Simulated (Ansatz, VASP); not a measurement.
# AlCo: VASP beside Ansatz

```
Co Al
1.0
     2.72942    0.00000    0.00000
    -1.36471    2.36374    0.00000
     0.00000    0.00000    7.57318
Co Al
2 2
Direct
  0.00000 0.00000 0.00000
  0.00000 0.00000 0.50000
  0.33333 0.66667 0.25000
  0.66667 0.33333 0.75000
```

Alike in both runs: functional PBE; k mesh 10 × 10 × 6; occupations fermi-dirac, width 0.05 eV; no spin polarisation.

Ansatz relaxed the structure, and its values are those at the end. VASP's run is a single point on that final structure, the one shown.

|  | VASP | Ansatz |
| --- | --- | --- |
| version | VASP 6.6.1 | Ansatz 0.2.0 |
| potentials or method | VASP PAW PBE potentials, release 64 (Co_sv, Al) | PAW with Ansatz's default frozen-core files, scalar-relativistic |
| plane-wave cutoff (eV) | 600 | 420 |
| valence electrons in the cell | 40 | 40 |

Ansatz gave:

```
pressure (GPa) : 0.0
```

Question: Which values does VASP return?

Answer: Pressure (GPa): -1.4.
